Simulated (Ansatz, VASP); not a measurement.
# Two plane-wave programs on V

```xyz
1
Lattice="-1.5761 1.5761 1.5761 1.5761 -1.5761 1.5761 1.5761 1.5761 -1.5761" Properties=species:S:1:pos:R:3 pbc="T T T"
V     0.0000    0.0000    0.0000
```

Alike in both runs: task single point; functional PBE; k mesh 8 × 8 × 8; collinear spin.

```csv
,VASP,Ansatz
version,VASP 6.6.1,Ansatz 0.2 development build
potentials or method,"VASP PAW PBE potentials, release 64 (V_sv)",scalar-relativistic
plane-wave cutoff (eV),500,1143
occupations,"fermi-dirac, width 0.1 eV",fermi-dirac
```

```csv
,VASP,Ansatz,Ansatz less VASP
net moment per atom (μB),0.00,0.00,0.000
```
